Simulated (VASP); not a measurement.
# InGaAs2 (P-4m2) in VASP: notebook

The runs below take InGaAs2 through single point, with PBEsol.

All numbers are computed with VASP 6.6.1; they aren't measurements. Logs are shortened: lines on timing, memory, paths and dates and some standing lists are left out, and cuts for length are marked.

### 1 The cell of the first run

It takes space group P-4m2 (No. 115, tetragonal). Conventional cell: a = 4.151 Å, b = 4.151 Å, c = 5.894 Å, α = 90.00°, β = 90.00°, γ = 90.00°. In (site symmetry -4m2) has 4 As at 2.61 Å within 3.4 Å. Within 3.3 Å of Ga (site symmetry -4m2) lie 4 As at 2.48 Å. Within 3.3 Å of As (site symmetry 2mm) lie 2 Ga at 2.48 Å and 2 In at 2.61 Å.

### 2 Single point, PBEsol

INCAR reads:

```
SYSTEM = InGaAs2
PREC     = Accurate       ! precision mode
ENCUT    = 520            ! plane-wave cutoff, eV
EDIFF    = 1E-6           ! SCF threshold, eV
ISMEAR   = 0              ! smearing method
SIGMA    = 0.01           ! smearing width, eV
LREAL    = .False.        ! projectors in reciprocal space
LASPH    = .True.         ! aspherical terms in the spheres
NELM     = 60             ! most SCF steps
ALGO     = Normal         ! electronic algorithm
ISIF     = 2              ! what is computed and relaxed
LWAVE    = .False.        ! write WAVECAR
LCHARG   = .False.        ! write CHGCAR
GGA      = PS             ! functional
NBANDS   = 26             ! bands
```

KPOINTS reads:

```
regular mesh
0
Gamma
  8 8 6
  0 0 0
```

POSCAR reads:

```
InGaAs2
1.0
    4.1505046735      0.0000000000      0.0000000000
    0.0000000000      4.1505046735      0.0000000000
    0.0000000000      0.0000000000      5.8936480797
In Ga As
1 1 2
Direct
    0.0000000000      0.0000000000      0.0000000000
    0.5000000000      0.5000000000      0.5000000000
    0.5000000000      0.0000000000      0.2697434703
    0.0000000000      0.5000000000      0.7302565297
```

Potentials or basis: VASP PAW PBE potentials, release 64 (In_d, Ga_d, As).

Command:

```bash
> cat potpaw_PBE.64/In_d/POTCAR potpaw_PBE.64/Ga_d/POTCAR potpaw_PBE.64/As/POTCAR > POTCAR
> mpirun -np 1 vasp_std > vasp.out
```

OUTCAR:

```text
SYSTEM = InGaAs2
   PREC = Accurate
   ENCUT = 520
   EDIFF = 1E-6
   ISMEAR = 0
   LREAL = .False.
   LASPH = .True.
   NELM = 60
   ISIF = 2
   GGA = PS

 ion  position               nearest neighbor table
   1  0.000  0.000  0.000-   3 2.61   4 2.61   4 2.61   3 2.61
   2  0.500  0.500  0.500-   3 2.48   4 2.48   3 2.48   4 2.48
   3  0.500  0.000  0.270-   2 2.48   2 2.48   1 2.61   1 2.61
   4  0.000  0.500  0.730-   2 2.48   2 2.48   1 2.61   1 2.61

  LATTYP: Found a simple tetragonal cell.
 ALAT       =     4.1505046735
 C/A-ratio  =     1.4199834823

  Lattice vectors:

 A1 = (   4.1505046735,   0.0000000000,   0.0000000000)
 A2 = (   0.0000000000,   4.1505046735,   0.0000000000)
 A3 = (   0.0000000000,   0.0000000000,   5.8936480797)

Analysis of symmetry for initial positions (statically):
=====================================================================
 Subroutine PRICEL returns:
 Original cell was already a primitive cell.

 Routine SETGRP: Setting up the symmetry group for a
 simple tetragonal supercell.

 Subroutine GETGRP returns: Found  8 space group operations
 (whereof  8 operations were pure point group operations)
 out of a pool of 16 trial point group operations.

The static configuration has the point symmetry D_2d.

Analysis of symmetry for dynamics (positions and initial velocities):
=====================================================================
 Subroutine PRICEL returns:
 Original cell was already a primitive cell.

 Routine SETGRP: Setting up the symmetry group for a
 simple tetragonal supercell.

 Subroutine GETGRP returns: Found  8 space group operations
 (whereof  8 operations were pure point group operations)
 out of a pool of 16 trial point group operations.

The dynamic configuration has the point symmetry D_2d.

 Subroutine INISYM returns: Found  8 space group operations
 (whereof  8 operations are pure point group operations),
 and found     1 'primitive' translations

----------------------------------------------------------------------------------------

                                     Primitive cell

  volume of cell :     101.5280

  direct lattice vectors                    reciprocal lattice vectors
     4.150504674  0.000000000  0.000000000     0.240934556  0.000000000  0.000000000
     0.000000000  4.150504674  0.000000000     0.000000000  0.240934556  0.000000000
     0.000000000  0.000000000  5.893648080     0.000000000  0.000000000  0.169674196

  length of vectors
     4.150504674  4.150504674  5.893648080     0.240934556  0.240934556  0.169674196

  position of ions in fractional coordinates (direct lattice)
     0.000000000  0.000000000  0.000000000
     0.500000000  0.500000000  0.500000000
     0.500000000  0.000000000  0.269743470
     0.000000000  0.500000000  0.730256530

  ion indices of the primitive-cell ions
   primitive index   ion index
                 1           1
                 2           2
                 3           3
                 4           4

----------------------------------------------------------------------------------------

 KPOINTS: regular mesh

Automatic generation of k-mesh.
 Grid dimensions read from file:
 generate k-points for:    8    8    6

 Generating k-lattice:

  Cartesian coordinates                     Fractional coordinates (reciprocal lattice)
     0.030116819  0.000000000  0.000000000     0.125000000  0.000000000  0.000000000
     0.000000000  0.030116819  0.000000000     0.000000000  0.125000000  0.000000000
     0.000000000  0.000000000  0.028279033     0.000000000  0.000000000  0.166666667

  Length of vectors
     0.030116819  0.030116819  0.028279033

  Shift w.r.t. Gamma in fractional coordinates (k-lattice)
     0.000000000  0.000000000  0.000000000

 Subroutine IBZKPT returns following result:
 ===========================================

 Found     60 irreducible k-points:

 Following reciprocal coordinates:
            Coordinates               Weight
  0.000000  0.000000  0.000000      1.000000
  0.125000  0.000000  0.000000      4.000000
  0.250000  0.000000  0.000000      4.000000
  0.375000  0.000000  0.000000      4.000000
  0.500000  0.000000  0.000000      2.000000
  0.125000  0.125000  0.000000      4.000000
[... 16 lines left out ...]
  0.375000  0.125000  0.166667     16.000000
  0.500000  0.125000  0.166667      8.000000
 [... further k-points ...]
   k-points           NKPTS =     60   k-points in BZ     NKDIM =     60   number of bands    NBANDS=     26
   number of dos      NEDOS =    301   number of ions     NIONS =      4
   total plane-waves  NPLWV =  49152
   dimension x,y,z NGX =    32 NGY =   32 NGZ =   48
   dimension x,y,z NGXF=    64 NGYF=   64 NGZF=   96
   ions per type =               1   1   2
   NGX,Y,Z   is equivalent  to a cutoff of  12.82, 12.82, 13.54 a.u.
   NGXF,Y,Z  is equivalent  to a cutoff of  25.63, 25.63, 27.08 a.u.
 SYSTEM =  InGaAs2
   PREC   = accura    normal or accurate (medium, high low for compatibility)
   ISTART =      0    job   : 0-new  1-cont  2-samecut
   ICHARG =      2    charge: 1-file 2-atom 10-const
   ISPIN  =      1    spin polarized calculation?
   LNONCOLLINEAR =      F non collinear calculations
   LSORBIT =      F    spin-orbit coupling
   LASPH  =      T    aspherical Exc in radial PAW
   ENCUT  =  520.0 eV  38.22 Ry    6.18 a.u.   7.72  7.72 10.96*2*pi/ulx,y,z
   NELM   =     60;   NELMIN=  2; NELMDL= -5     # of ELM steps
   EDIFF  = 0.1E-05   stopping-criterion for ELM
   LREAL  =      F    real-space projection
   EDIFFG = 0.1E-04   stopping-criterion for IOM
   NSW    =      0    number of steps for IOM
   IBRION =     -1    ionic relax: 0-MD 1-quasi-New 2-CG
   NFREE  =      0    steps in history (QN), initial steepest desc. (CG)
   ISIF   =      2    stress and relaxation
   ISYM   =      2    0-nonsym 1-usesym 2-fastsym
   POTIM  = 0.5000    time-step for ionic-motion
   TEBEG  =    0.0;   TEEND  =   0.0 temperature during run
   PSTRESS=    0.0 pullay stress
   NELECT =      36.0000    total number of electrons
   NUPDOWN=      -1.0000    fix difference up-down
   EMIN   =  10.00;   EMAX   =-10.00  energy-range for DOS
   EFERMI =   0.00;   METHOD = LEGACY
   ISMEAR =     0;   SIGMA  =   0.01  broadening in eV -4-tet -1-fermi 0-gaus
   EFERMI_NEDOS =   21; number of points for ismear=-14 and -15
   IALGO  =     38    algorithm
   IMIX   =      4    mixing-type and parameters
     AMIX     =   0.40;   BMIX     =  1.00
     AMIX_MAG =   1.60;   BMIX_MAG =  1.00
  volume/ion in A,a.u.               =      25.38       171.29
  Fermi-wavevector in a.u.,A,eV,Ry     =   1.158725  2.189672 18.267771  1.342643
  Thomas-Fermi vector in A             =   2.295324
   LORBIT       =      0    0 simple, 1 ext, 2 COOP (PROOUT), +10 PAW based schemes
   GGA     = PS    functional components
   LHFCALC =     F    Hartree Fock is set to
   AEXX    =    0.0000 exact exchange contribution
   IVDW    =     0    specifies the selected vdW correction
   LEPSILON=     F    determine dielectric tensor
   LRPA    =     F    only Hartree local field effects (RPA)
 non-spin polarized calculation
 Gauss-broadening in eV      SIGMA  =   0.01
  energy-cutoff  :      520.00
  volume of cell :      101.53
 maximum number of plane-waves:      2760
 NGX is ok and might be reduce to    32
   NGX = 15   NGY = 15   NGZ = 21

 number of electron      35.9999988 magnetization

 Free energy of the ion-electron system (eV)
  ---------------------------------------------------
  ext. energy  EPLUGINS =         0.00000000
  ---------------------------------------------------
  free energy    TOTEN  =       -17.50018062 eV

  energy without entropy =      -17.50015124  energy(sigma->0) =      -17.50016593

 E-fermi :   4.0616     XC(G=0):  -9.4670

 val. band max:        4.0616481651   @ k =   0.0000   0.0000   0.0000
 cond. band min:       4.6023899954   @ k =   0.5000   0.0000   0.5000
 fundamental gap:      0.5407418303
 Fermi energy:         4.0616481651

 k-point     1 :       0.0000    0.0000    0.0000
  band No.  band energies     occupation
      1     -10.8212      2.00000
      2     -10.7505      2.00000
      3     -10.7505      2.00000
      4     -10.7164      2.00000
      5     -10.6829      2.00000
      6     -10.3742      2.00000
[... 18 lines left out ...]
     25      11.2781      0.00000
     26      13.3414      0.00000

 k-point     2 :       0.1250    0.0000    0.0000
  band No.  band energies     occupation
      1     -10.8183      2.00000
      2     -10.7555      2.00000
      3     -10.7500      2.00000
      4     -10.7148      2.00000
      5     -10.6839      2.00000
      6     -10.3679      2.00000
[... 18 lines left out ...]
     25      11.9304      0.00000
     26      12.4836      0.00000

 k-point     3 :       0.2500    0.0000    0.0000
  band No.  band energies     occupation
      1     -10.8117      2.00000
      2     -10.7671      2.00000
      3     -10.7490      2.00000
      4     -10.7110      2.00000
      5     -10.6865      2.00000
      6     -10.3555      2.00000
[... 18 lines left out ...]
     25      11.5135      0.00000
     26      11.5529      0.00000

 k-point     4 :       0.3750    0.0000    0.0000
  band No.  band energies     occupation
      1     -10.8053      2.00000
      2     -10.7783      2.00000
      3     -10.7480      2.00000
      4     -10.7072      2.00000
      5     -10.6890      2.00000
      6     -10.3515      2.00000
[... 18 lines left out ...]
     25      10.4990      0.00000
     26      10.7264      0.00000
[... 496 lines left out ...]
      1     -10.8096      2.00000
      2     -10.7711      2.00000
      3     -10.7479      2.00000
      4     -10.7101      2.00000
      5     -10.6878      2.00000
      6     -10.3546      2.00000
[... 18 lines left out ...]
     25       9.6599      0.00000
     26      11.5602      0.00000

 k-point    23 :       0.3750    0.1250    0.1667
  band No.  band energies     occupation
      1     -10.8054      2.00000
      2     -10.7818      2.00000
      3     -10.7462      2.00000
      4     -10.7067      2.00000
      5     -10.6905      2.00000
      6     -10.3501      2.00000
[... 18 lines left out ...]
     25       9.9433      0.00000
     26      11.4009      0.00000

 k-point    24 :       0.5000    0.1250    0.1667
  band No.  band energies     occupation
      1     -10.8040      2.00000
      2     -10.7860      2.00000
      3     -10.7454      2.00000
      4     -10.7052      2.00000
      5     -10.6917      2.00000
      6     -10.3522      2.00000
[... 18 lines left out ...]
     25      10.2712      0.00000
     26      10.6720      0.00000

 [... further k-points ...]

------------------------ aborting loop because EDIFF is reached ----------------------------------------

  FORCE on cell =-STRESS in cart. coord.  units (eV):
  Direction    XX          YY          ZZ          XY          YZ          ZX
  --------------------------------------------------------------------------------------
  -------------------------------------------------------------------------------------
  Total       -0.0086589     -0.0086589      0.0777597      0.0000000      0.0000000      0.0000000
  in kB       -0.1366427     -0.1366427      1.2270978      0.0000000      0.0000000      0.0000000
  external PRESSURE =       0.3179375 kB  Pullay stress =       0.0000000 kB

 VOLUME and BASIS-vectors are now :
 -----------------------------------------------------------------------------
  energy-cutoff  :      520.00
  volume of cell :      101.53
      direct lattice vectors                 reciprocal lattice vectors
     4.150504674  0.000000000  0.000000000     0.240934556  0.000000000  0.000000000
     0.000000000  4.150504674  0.000000000     0.000000000  0.240934556  0.000000000
     0.000000000  0.000000000  5.893648080     0.000000000  0.000000000  0.169674196

 POSITION                                       TOTAL-FORCE (eV/Angst)
 -----------------------------------------------------------------------------------
      0.00000      0.00000      0.00000        -0.000000      0.000000      0.000000
      2.07525      2.07525      2.94682        -0.000000     -0.000000      0.000000
      2.07525      0.00000      1.58977         0.000000      0.000000     -0.000474
      0.00000      2.07525      4.30387        -0.000000      0.000000      0.000474
 -----------------------------------------------------------------------------------
    total drift:                                0.000000      0.000000     -0.000000

  FREE ENERGIE OF THE ION-ELECTRON SYSTEM (eV)
  ---------------------------------------------------
  free  energy   TOTEN  =       -17.5001806240 eV

  energy  without entropy=      -17.5001512391  energy(sigma->0) =      -17.50016593
```

It took 2.7 min on 1 thread of AMD EPYC 7R43 (Zen 3), shared host; peak memory 0.28 GiB.

Results:

```
Free energy            : -17.5002 eV
Pressure               : 0.0 GPa
Band gap on the k mesh : zero (filled and empty bands touch)
```

Stress tensor (GPa, compression positive):
```
-0.01  0.00  0.00
 0.00 -0.01  0.00
 0.00  0.00  0.12
```

Levels at points of the mesh, in eV from the Fermi level:
```
           k point  band 16  band 17  band 18  band 19  band 20  band 21
(0.00, 0.00, 0.00)    -0.17    -0.17     0.00     0.00     1.46     1.76
(0.50, 0.00, 0.00)    -2.98    -1.47    -0.87     2.00     3.06     4.79
(0.50, 0.50, 0.00)    -2.51    -2.51    -2.33     1.37     1.37     1.57
(0.00, 0.00, 0.50)    -1.92    -1.24    -1.24     1.82     1.91     2.75
(0.50, 0.00, 0.50)    -1.11    -1.07    -0.77     0.54     1.04     4.22
(0.50, 0.50, 0.50)    -3.20    -3.11    -3.11     4.23     4.30     4.36
```

Caveat: semilocal functionals underestimate gaps, and a narrow one can read as zero; the PAW data sets were made with another functional, which shifts forces and pressure a little; spin-orbit coupling is left out, which moves the levels of the heavy elements.

(Continued in part 2 of 2.)

The gap in the log of VASP goes by the Fermi energy; the results here count the filled bands.